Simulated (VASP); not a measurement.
# Ta (Im-3m) in VASP: further runs

Runs on Ta. Level: LDA. Tasks: single point.

Everything below comes from runs of VASP 6.6.1. Logs are shortened: lines on timing, memory, paths and dates and some standing lists are left out, and cuts for length are marked.

**1. The cell of the first run**

The structure is cubic, space group Im-3m (No. 229). Conventional cell: a = 3.232 Å, b = 3.232 Å, c = 3.232 Å, α = 90.00°, β = 90.00°, γ = 90.00°. Ta (site symmetry m-3m) has 14 Ta at 2.80 to 3.23 Å within 3.7 Å.

**2. Single point, LDA**

INCAR reads:

```
SYSTEM = Ta
  ALGO = Normal
  EDIFF = 1E-6
  ENCUT = 520
  GGA = CA
  ISIF = 2
  ISMEAR = 0
  LASPH = .TRUE.
  LCHARG = .FALSE.
  LREAL = .FALSE.
  LWAVE = .FALSE.
  NBANDS = 12
  NELM = 100
  PREC = Accurate
  SIGMA = 0.05
```

KPOINTS reads:

```
k-points
0
G
  18 18 18
  0 0 0
```

POSCAR reads:

```
Ta
1.0
   -1.6158057953      1.6158057953      1.6158057953
    1.6158057953     -1.6158057953      1.6158057953
    1.6158057953      1.6158057953     -1.6158057953
Ta
1
Direct
    0.0000000000      0.0000000000      0.0000000000
```

Potentials or basis: VASP PAW LDA potentials, release 64 (Ta_pv).

The run is started by

```console
$ cat potpaw_LDA.64/Ta_pv/POTCAR > POTCAR
$ mpirun -np 1 vasp_std > vasp.out
```

OUTCAR:

```text
SYSTEM = Ta
   EDIFF = 1E-6
   ENCUT = 520
   GGA = CA
   ISIF = 2
   ISMEAR = 0
   LASPH = .TRUE.
   LREAL = .FALSE.
   NELM = 100
   PREC = Accurate

 ion  position               nearest neighbor table
   1  0.000  0.000  0.000-

  LATTYP: Found a body centered cubic cell.
 ALAT       =     3.2316115906

  Lattice vectors:

 A1 = (  -1.6158057953,   1.6158057953,   1.6158057953)
 A2 = (   1.6158057953,  -1.6158057953,   1.6158057953)
 A3 = (   1.6158057953,   1.6158057953,  -1.6158057953)

Analysis of symmetry for initial positions (statically):
=====================================================================
 Subroutine PRICEL returns:
 Original cell was already a primitive cell.

 Routine SETGRP: Setting up the symmetry group for a
 body centered cubic supercell.

 Subroutine GETGRP returns: Found 48 space group operations
 (whereof 48 operations were pure point group operations)
 out of a pool of 48 trial point group operations.

The static configuration has the point symmetry O_h .

Analysis of symmetry for dynamics (positions and initial velocities):
=====================================================================
 Subroutine PRICEL returns:
 Original cell was already a primitive cell.

 Routine SETGRP: Setting up the symmetry group for a
 body centered cubic supercell.

 Subroutine GETGRP returns: Found 48 space group operations
 (whereof 48 operations were pure point group operations)
 out of a pool of 48 trial point group operations.

The dynamic configuration has the point symmetry O_h .

 Subroutine INISYM returns: Found 48 space group operations
 (whereof 48 operations are pure point group operations),
 and found     1 'primitive' translations

----------------------------------------------------------------------------------------

                                     Primitive cell

  volume of cell :      16.8744

  direct lattice vectors                    reciprocal lattice vectors
    -1.615805795  1.615805795  1.615805795     0.000000000  0.309443128  0.309443128
     1.615805795 -1.615805795  1.615805795     0.309443128  0.000000000  0.309443128
     1.615805795  1.615805795 -1.615805795     0.309443128  0.309443128  0.000000000

  length of vectors
     2.798657733  2.798657733  2.798657733     0.437618669  0.437618669  0.437618669

  position of ions in fractional coordinates (direct lattice)
     0.000000000  0.000000000  0.000000000

  ion indices of the primitive-cell ions
   primitive index   ion index
                 1           1

----------------------------------------------------------------------------------------

 KPOINTS: k-points

Automatic generation of k-mesh.
 Grid dimensions read from file:
 generate k-points for:   18   18   18

 Generating k-lattice:

  Cartesian coordinates                     Fractional coordinates (reciprocal lattice)
     0.000000000  0.017191285  0.017191285     0.055555556  0.000000000  0.000000000
     0.017191285  0.000000000  0.017191285     0.000000000  0.055555556  0.000000000
     0.017191285  0.017191285  0.000000000     0.000000000  0.000000000  0.055555556

  Length of vectors
     0.024312148  0.024312148  0.024312148

  Shift w.r.t. Gamma in fractional coordinates (k-lattice)
     0.000000000  0.000000000  0.000000000

 Subroutine IBZKPT returns following result:
 ===========================================

 Found    195 irreducible k-points:

 Following reciprocal coordinates:
            Coordinates               Weight
  0.000000  0.000000  0.000000      1.000000
  0.055556  0.000000  0.000000     12.000000
  0.111111  0.000000  0.000000     12.000000
  0.166667  0.000000  0.000000     12.000000
  0.222222  0.000000  0.000000     12.000000
  0.277778  0.000000  0.000000     12.000000
[... 16 lines left out ...]
  0.333333  0.111111  0.000000     48.000000
  0.388889  0.111111 -0.000000     48.000000
 [... further k-points ...]
   k-points           NKPTS =    195   k-points in BZ     NKDIM =    195   number of bands    NBANDS=     12
   number of dos      NEDOS =    301   number of ions     NIONS =      1
   total plane-waves  NPLWV =  13824
   dimension x,y,z NGX =    24 NGY =   24 NGZ =   24
   dimension x,y,z NGXF=    48 NGYF=   48 NGZF=   48
   ions per type =               1
   NGX,Y,Z   is equivalent  to a cutoff of  14.26, 14.26, 14.26 a.u.
   NGXF,Y,Z  is equivalent  to a cutoff of  28.51, 28.51, 28.51 a.u.
 SYSTEM =  Ta
   PREC   = accura    normal or accurate (medium, high low for compatibility)
   ISTART =      0    job   : 0-new  1-cont  2-samecut
   ICHARG =      2    charge: 1-file 2-atom 10-const
   ISPIN  =      1    spin polarized calculation?
   LNONCOLLINEAR =      F non collinear calculations
   LSORBIT =      F    spin-orbit coupling
   LASPH  =      T    aspherical Exc in radial PAW
   ENCUT  =  520.0 eV  38.22 Ry    6.18 a.u.   5.20  5.20  5.20*2*pi/ulx,y,z
   NELM   =    100;   NELMIN=  2; NELMDL= -5     # of ELM steps
   EDIFF  = 0.1E-05   stopping-criterion for ELM
   LREAL  =      F    real-space projection
   EDIFFG = 0.1E-04   stopping-criterion for IOM
   NSW    =      0    number of steps for IOM
   IBRION =     -1    ionic relax: 0-MD 1-quasi-New 2-CG
   NFREE  =      0    steps in history (QN), initial steepest desc. (CG)
   ISIF   =      2    stress and relaxation
   ISYM   =      2    0-nonsym 1-usesym 2-fastsym
   POTIM  = 0.5000    time-step for ionic-motion
   TEBEG  =    0.0;   TEEND  =   0.0 temperature during run
   PSTRESS=    0.0 pullay stress
   NELECT =      11.0000    total number of electrons
   NUPDOWN=      -1.0000    fix difference up-down
   EMIN   =  10.00;   EMAX   =-10.00  energy-range for DOS
   EFERMI =   0.00;   METHOD = LEGACY
   ISMEAR =     0;   SIGMA  =   0.05  broadening in eV -4-tet -1-fermi 0-gaus
   EFERMI_NEDOS =   21; number of points for ismear=-14 and -15
   IALGO  =     38    algorithm
   IMIX   =      4    mixing-type and parameters
     AMIX     =   0.40;   BMIX     =  1.00
     AMIX_MAG =   1.60;   BMIX_MAG =  1.00
  volume/ion in A,a.u.               =      16.87       113.87
  Fermi-wavevector in a.u.,A,eV,Ry     =   1.419482  2.682432 27.414777  2.014929
  Thomas-Fermi vector in A             =   2.540498
   LORBIT       =      0    0 simple, 1 ext, 2 COOP (PROOUT), +10 PAW based schemes
   GGA     = CA    functional components
   LHFCALC =     F    Hartree Fock is set to
   AEXX    =    0.0000 exact exchange contribution
   IVDW    =     0    specifies the selected vdW correction
   LEPSILON=     F    determine dielectric tensor
   LRPA    =     F    only Hartree local field effects (RPA)
 non-spin polarized calculation
 Gauss-broadening in eV      SIGMA  =   0.05
  energy-cutoff  :      520.00
  volume of cell :       16.87
 maximum number of plane-waves:       468
 NGX is ok and might be reduce to    24
   NGX = 11   NGY = 11   NGZ = 11

 number of electron      10.9999998 magnetization

 Free energy of the ion-electron system (eV)
  ---------------------------------------------------
  ext. energy  EPLUGINS =         0.00000000
  ---------------------------------------------------
  free energy    TOTEN  =       -12.82367058 eV

  energy without entropy =      -12.82191815  energy(sigma->0) =      -12.82279437

 E-fermi :   5.9360     XC(G=0): -13.1310

 val. band max:        5.9317836125   @ k =  -0.2778   0.3889   0.1111
 cond. band min:       5.9438850408   @ k =   0.3889   0.2222   0.0000
 fundamental gap:      0.0121014283
 Fermi energy:         5.9360007598

 k-point     1 :       0.0000    0.0000    0.0000
  band No.  band energies     occupation
      1     -26.6922      2.00000
      2     -26.6922      2.00000
      3     -26.6922      2.00000
      4      -2.1291      2.00000
      5       6.6146      0.00000
      6       6.6146      0.00000
      7       6.6146      0.00000
      8      10.1130      0.00000
      9      10.1130      0.00000
     10      19.8568      0.00000
     11      21.3331      0.00000
     12      21.3331      0.00000

 k-point     2 :       0.0556    0.0000    0.0000
  band No.  band energies     occupation
      1     -26.7416      2.00000
      2     -26.7071      2.00000
      3     -26.6926      2.00000
      4      -1.9777      2.00000
      5       6.5161      0.00000
      6       6.5887      0.00000
      7       6.7627      0.00000
      8       9.9472      0.00000
      9      10.1125      0.00000
     10      19.8568      0.00000
     11      21.4727      0.00000
     12      21.5937      0.00000

 k-point     3 :       0.1111    0.0000    0.0000
  band No.  band energies     occupation
      1     -26.8818      2.00000
      2     -26.7496      2.00000
      3     -26.6936      2.00000
      4      -1.5415      2.00000
      5       6.2451      0.00000
      6       6.4774      0.00000
      7       7.2020      0.00000
      8       9.6044      0.00000
      9      10.1198      0.00000
     10      19.8567      0.00000
     11      21.8304      0.00000
     12      22.3489      0.00000
[... 286 lines left out ...]
 k-point    23 :       0.3333    0.1111    0.0000
  band No.  band energies     occupation
      1     -27.9786      2.00000
      2     -27.1572      2.00000
      3     -26.7673      2.00000
      4       1.7196      2.00000
      5       4.4540      2.00000
      6       6.2186      0.00000
      7       9.8163      0.00000
      8      11.0878      0.00000
      9      13.3717      0.00000
     10      19.2365      0.00000
     11      19.8670      0.00000
     12      20.4596      0.00000

 k-point    24 :       0.3889    0.1111   -0.0000
  band No.  band energies     occupation
      1     -28.0779      2.00000
      2     -27.2063      2.00000
      3     -26.7694      2.00000
      4       1.7266      2.00000
      5       4.3105      2.00000
      6       6.9090      0.00000
      7       9.8937      0.00000
      8      11.3110      0.00000
      9      14.4714      0.00000
     10      18.3910      0.00000
     11      19.4985      0.00000
     12      19.8807      0.00000

 [... further k-points ...]

------------------------ aborting loop because EDIFF is reached ----------------------------------------

  FORCE on cell =-STRESS in cart. coord.  units (eV):
  Direction    XX          YY          ZZ          XY          YZ          ZX
  --------------------------------------------------------------------------------------
  -------------------------------------------------------------------------------------
  Total        0.5903034      0.5903034      0.5903034      0.0000000     -0.0000000      0.0000000
  in kB       56.0477761     56.0477761     56.0477761      0.0000000     -0.0000000      0.0000000
  external PRESSURE =      56.0477761 kB  Pullay stress =       0.0000000 kB

 VOLUME and BASIS-vectors are now :
 -----------------------------------------------------------------------------
  energy-cutoff  :      520.00
  volume of cell :       16.87
      direct lattice vectors                 reciprocal lattice vectors
    -1.615805795  1.615805795  1.615805795     0.000000000  0.309443128  0.309443128
     1.615805795 -1.615805795  1.615805795     0.309443128  0.000000000  0.309443128
     1.615805795  1.615805795 -1.615805795     0.309443128  0.309443128  0.000000000

 POSITION                                       TOTAL-FORCE (eV/Angst)
 -----------------------------------------------------------------------------------
      0.00000      0.00000      0.00000         0.000000      0.000000      0.000000
 -----------------------------------------------------------------------------------
    total drift:                                0.000000      0.000000      0.000000

  FREE ENERGIE OF THE ION-ELECTRON SYSTEM (eV)
  ---------------------------------------------------
  free  energy   TOTEN  =       -12.8236705793 eV

  energy  without entropy=      -12.8219181533  energy(sigma->0) =      -12.82279437
```

Run time: 16 s. Hardware: 1 thread of Intel Xeon Platinum 8375C at 2.90GHz (Ice Lake), shared host; peak memory 0.16 GiB.

What came out:

```yaml
Free_energy: -12.8237 eV
Pressure: 5.6 GPa
```

Levels at points of the mesh, in eV from the Fermi level:
```
           k point  band 3  band 4  band 5  band 6  band 7  band 8
(0.00, 0.00, 0.00)  -32.63   -8.07    0.68    0.68    0.68    4.18
(0.50, 0.00, 0.00)  -32.64   -4.66   -1.77    2.09    4.10    5.20
(0.50, 0.50, 0.50)  -33.65   -4.21   -4.21    7.35    7.35    7.35
```

Caveat: spin-orbit coupling is left out, which moves the levels of the heavy elements.

**3. Single point, LDA**

This run uses another cell than the first one, of 17.21 Å³/atom, 1.020 times its volume.

INCAR reads:

```
SYSTEM = Ta
PREC     = Accurate       ! precision mode
ENCUT    = 520            ! plane-wave cutoff, eV
EDIFF    = 1E-6           ! SCF threshold, eV
ISMEAR   = 0              ! smearing method
SIGMA    = 0.05           ! smearing width, eV
LREAL    = .FALSE.        ! projectors in reciprocal space
LASPH    = .TRUE.         ! aspherical terms in the spheres
NELM     = 100            ! most SCF steps
ALGO     = Normal         ! electronic algorithm
ISIF     = 2              ! what is computed and relaxed
LWAVE    = .FALSE.        ! write WAVECAR
LCHARG   = .FALSE.        ! write CHGCAR
NBANDS   = 12             ! bands
```

KPOINTS reads:

```
Automatic mesh
0
G
  18 18 18
  0 0 0
```

POSCAR reads:

```
Ta
1.0
   -1.6264640240      1.6264640240      1.6264640240
    1.6264640240     -1.6264640240      1.6264640240
    1.6264640240      1.6264640240     -1.6264640240
Ta
1
Direct
    0.0000000000      0.0000000000      0.0000000000
```

Potentials or basis: VASP PAW LDA potentials, release 64 (Ta_pv).

The run is started by

```console
$ cat potpaw_LDA.64/Ta_pv/POTCAR > POTCAR
$ mpirun -np 1 vasp_std > vasp.out
```

It took 16 s on 1 thread of Intel Xeon Platinum 8375C at 2.90GHz (Ice Lake), shared host; peak memory 0.16 GiB.

The run converged. Its results:

- Free energy: -12.8306 eV
- Pressure: 0.9 GPa

Levels at points of the mesh, in eV from the Fermi level:
```csv
k point,band 4,band 5,band 6,band 7,band 8,band 9
"(0.00, 0.00, 0.00)",-8.01,0.67,0.67,0.67,4.10,4.10
"(0.50, 0.00, 0.00)",-4.57,-1.72,1.97,4.01,5.07,8.21
"(0.50, 0.50, 0.50)",-4.09,-4.09,7.17,7.17,7.17,9.18
```

Caveat: spin-orbit coupling is left out, which moves the levels of the heavy elements.

**4. Single point, LDA**

This run uses another cell than the first one, of 18.13 Å³/atom, 1.075 times its volume.

INCAR reads:

```
PREC = Accurate
ENCUT = 520
EDIFF = 1E-6
ISMEAR = 0
SIGMA = 0.05
LREAL = F
LASPH = T
NELM = 60
ALGO = Normal
ISIF = 2
LWAVE = F
LCHARG = F
NBANDS = 12
```

KPOINTS reads:

```
Automatic mesh
0
Gamma
  18 18 18
```

POSCAR reads:

```
Ta
1.0
   -1.6550000000      1.6550000000      1.6550000000
    1.6550000000     -1.6550000000      1.6550000000
    1.6550000000      1.6550000000     -1.6550000000
Ta
1
Direct
    0.0000000000      0.0000000000      0.0000000000
```

Potentials or basis: VASP PAW LDA potentials, release 64 (Ta_pv).

The run is started by

```console
$ cat potpaw_LDA.64/Ta_pv/POTCAR > POTCAR
$ mpirun -np 1 vasp_std > vasp.out
```

OUTCAR:

```text
PREC = Accurate
   ENCUT = 520
   EDIFF = 1E-6
   ISMEAR = 0
   LREAL = F
   LASPH = T
   NELM = 60
   ISIF = 2

 ion  position               nearest neighbor table
   1  0.000  0.000  0.000-

  LATTYP: Found a body centered cubic cell.
 ALAT       =     3.3100000000

  Lattice vectors:

 A1 = (  -1.6550000000,   1.6550000000,   1.6550000000)
 A2 = (   1.6550000000,  -1.6550000000,   1.6550000000)
 A3 = (   1.6550000000,   1.6550000000,  -1.6550000000)

Analysis of symmetry for initial positions (statically):
=====================================================================
 Subroutine PRICEL returns:
 Original cell was already a primitive cell.

 Routine SETGRP: Setting up the symmetry group for a
 body centered cubic supercell.

 Subroutine GETGRP returns: Found 48 space group operations
 (whereof 48 operations were pure point group operations)
 out of a pool of 48 trial point group operations.

The static configuration has the point symmetry O_h .

Analysis of symmetry for dynamics (positions and initial velocities):
=====================================================================
[... 168 lines left out ...]
      3     -27.5797      2.00000
      4      -2.4731      2.00000
      5       6.0156      0.00000
      6       6.0156      0.00000
      7       6.0156      0.00000
      8       9.2480      0.00000
      9       9.2480      0.00000
     10      19.0123      0.00000
     11      20.3895      0.00000
     12      20.3895      0.00000
[... 331 lines left out ...]
 k-point    24 :       0.3889    0.1111    0.0000
  band No.  band energies     occupation
      1     -28.6780      2.00000
      2     -27.9905      2.00000
      3     -27.6383      2.00000
      4       1.3970      2.00000
      5       3.9046      2.00000
      6       6.0782      0.00000
      7       9.0048      0.00000
      8      10.2782      0.00000
      9      13.1475      0.00000
     10      16.7135      0.00000
     11      18.3657      0.00000
     12      19.0226      0.00000

 [... further k-points ...]

------------------------ aborting loop because EDIFF is reached ----------------------------------------

  FORCE on cell =-STRESS in cart. coord.  units (eV):
  Direction    XX          YY          ZZ          XY          YZ          ZX
  --------------------------------------------------------------------------------------
  -------------------------------------------------------------------------------------
  Total       -1.1001298     -1.1001298     -1.1001298      0.0000000     -0.0000000     -0.0000000
  in kB      -97.2076654    -97.2076654    -97.2076654      0.0000000     -0.0000000     -0.0000000
  external PRESSURE =     -97.2076654 kB  Pullay stress =       0.0000000 kB

 VOLUME and BASIS-vectors are now :
 -----------------------------------------------------------------------------
  energy-cutoff  :      520.00
  volume of cell :       18.13
      direct lattice vectors                 reciprocal lattice vectors
    -1.655000000  1.655000000  1.655000000     0.000000000  0.302114804  0.302114804
     1.655000000 -1.655000000  1.655000000     0.302114804  0.000000000  0.302114804
     1.655000000  1.655000000 -1.655000000     0.302114804  0.302114804  0.000000000

 POSITION                                       TOTAL-FORCE (eV/Angst)
 -----------------------------------------------------------------------------------
      0.00000      0.00000      0.00000         0.000000     -0.000000     -0.000000
 -----------------------------------------------------------------------------------
    total drift:                                0.000000      0.000000     -0.000000

  FREE ENERGIE OF THE ION-ELECTRON SYSTEM (eV)
  ---------------------------------------------------
  free  energy   TOTEN  =       -12.8038318885 eV

  energy  without entropy=      -12.8021281536  energy(sigma->0) =      -12.80298002
```

Wall time 16 s (1 thread of Intel Xeon Platinum 8375C at 2.90GHz (Ice Lake), shared host); peak memory 0.15 GiB.

Results:

```
Free energy : -12.8038 eV
Pressure    : -9.7 GPa
```

Levels at points of the mesh, in eV from the Fermi level:
```tsv
k point	band 2	band 3	band 4	band 5	band 6	band 7	band 8	band 9
(0.00, 0.00, 0.00)	-32.94	-32.94	-7.84	0.65	0.65	0.65	3.89	3.89
(0.50, 0.00, 0.00)	-33.32	-32.95	-4.36	-1.58	1.69	3.76	4.77	7.66
(0.50, 0.50, 0.50)	-33.76	-33.76	-3.80	-3.80	6.71	6.71	6.71	8.67
```

Caveat: spin-orbit coupling is left out, which moves the levels of the heavy elements.

**5. Overview**

```csv
cell,gap on the mesh (eV),pressure (GPa)
"a = 2.799 Å, angles 109.5°, 1 atom",none,5.6
"a = 2.817 Å, angles 109.5°, 1 atom",none,0.9
"a = 2.867 Å, angles 109.5°, 1 atom",none,-9.7
```

Alike in all rows: task single point; level LDA; potentials or basis VASP PAW LDA potentials, release 64 (Ta_pv); no spin polarisation; k mesh 18 × 18 × 18; cutoff (eV) 520; smearing gaussian 0.05 eV.

Caveats: spin-orbit coupling is left out, which moves the levels of the heavy elements.

Total energies depend on the potentials used, so only differences within one code and one set of settings carry meaning.
